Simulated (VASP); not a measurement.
## Si: single point with PBE

The system is Si, a slab with vacuum.

```
Si
1.0
     7.68051    0.00000    0.00000
    -3.84025    6.65152    0.00000
     0.00000    0.00000   24.05500
Si
23
Cartesian
  0.0000 2.2172 8.5000
  -1.9201 5.5429 8.5000
  3.8403 2.2172 8.5000
  1.9201 5.5429 8.5000
  0.0000 0.0000 9.2839
  -1.9201 3.3258 9.2839
  3.8403 0.0000 9.2839
  1.9201 3.3258 9.2839
  0.0000 0.0000 11.6356
  -1.9201 3.3258 11.6356
  3.8403 0.0000 11.6356
  1.9201 3.3258 11.6356
  1.9201 1.1086 12.3949
  -0.0038 4.4322 12.4251
  5.7604 1.1129 12.4251
  3.8440 4.4322 12.4251
  1.9201 1.1086 14.7768
  -0.5512 4.1161 14.7397
  5.7604 1.7451 14.7397
  4.3915 4.1161 14.7397
  0.0909 2.1647 15.8433
  -1.9201 5.6479 15.8433
  3.7494 2.1647 15.8433
```

| Quantity | Value |
| --- | --- |
| Program | VASP 6.6.1 |
| Task | single point |
| Functional | PBE |
| Potentials or basis | VASP PAW PBE potentials, release 64 (Si) |
| Cutoff | 520 eV |
| k mesh | 6 × 6 × 1 |
| Occupations | gaussian, width 0.1 eV |
| Spin | no spin polarisation |

- Largest force: 1.015 eV/Å

Forces in eV/Å, atoms in the order of the input:
```
Si  -0.025  0.015  0.418
Si   0.000 -0.029  0.418
Si   0.025  0.015  0.418
Si   0.000  0.000  0.624
Si   0.035  0.020 -0.916
Si   0.000  0.000 -1.015
Si  -0.035  0.020 -0.916
Si   0.000 -0.040 -0.916
Si  -0.005 -0.003  0.523
Si   0.000  0.000  0.401
Si   0.005 -0.003  0.523
Si   0.000  0.006  0.523
Si   0.000  0.000 -0.006
Si   0.001  0.001  0.002
Si   0.000 -0.001  0.002
Si  -0.001  0.001  0.002
Si   0.000  0.000 -0.020
Si   0.006  0.004 -0.005
Si   0.000 -0.007 -0.005
Si  -0.006  0.004 -0.005
Si  -0.012  0.007 -0.017
Si   0.000 -0.013 -0.017
Si   0.012  0.007 -0.017
```

Levels at points of the mesh, in eV from the Fermi level:
```
           k point  band 44  band 45  band 46  band 47  band 48  band 49
(0.00, 0.00, 0.00)    -0.25    -0.19    -0.19     0.13     0.13     0.65
(0.50, 0.00, 0.00)    -0.29    -0.21    -0.07     0.01     0.16     0.57
```

Wall time 21 min on 1 thread of Intel(R) Xeon(R) 6975P-C (Granite Rapids), with other jobs on the host, peak memory 1.3 GiB.
